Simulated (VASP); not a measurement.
## As: electric field gradients with PBE

As:

```
CELL_PARAMETERS angstrom
4.56640 0.00000 0.00000
-2.28320 3.95462 0.00000
0.00000 0.00000 2.83374
ATOMIC_POSITIONS crystal
As 0.33333 0.66667 0.00000
As 0.66667 0.33333 0.00000
```

| Property | Result |
| --- | --- |
| Program | VASP 6.6.1 |
| Task | electric field gradients |
| Functional | PBE |
| Potentials or basis | VASP PAW PBE potentials, release 64 (As) |
| Cutoff | 520 eV |
| k mesh | 7 × 7 × 9 |
| Occupations | fermi-dirac, width 0.05 eV |
| Spin | no spin polarisation |
| Dipole correction | no |
| Further INCAR settings | ALGO = Normal; EDIFF = 1e-08; NBANDS = 12 |

| Quantity | Value |
| --- | --- |
| Pressure | 0.0 GPa |
| Band gap on the k mesh | zero (band 5 reaches 5.83 eV, above the bottom of band 6 at 2.32 eV) |

Stress tensor (GPa, compression positive):
```
-0.94  0.00  0.00
 0.00 -0.94  0.00
 0.00  0.00  1.86
```

Levels at points of the mesh, in eV from the Fermi level:
| k point | band 3 | band 4 | band 5 | band 6 | band 7 | band 8 |
| --- | --- | --- | --- | --- | --- | --- |
| (0.00, 0.00, 0.00) | -4.16 | -4.16 | 0.13 | 0.14 | 3.31 | 4.71 |

Electric field gradients, principal values (V/Å²):
```
atom   least  middle  greatest (by size)
1 As  25.912  25.915             -51.828
2 As  25.912  25.915             -51.828
```

Wall time 30 s on 1 thread of Intel(R) Xeon(R) Platinum 8559C (Emerald Rapids), on a shared host, peak memory 0.19 GiB.

Caveat: without QUAD_EFG the Cq values of the log hold for a quadrupole moment of 1 mb, not for the nuclei.
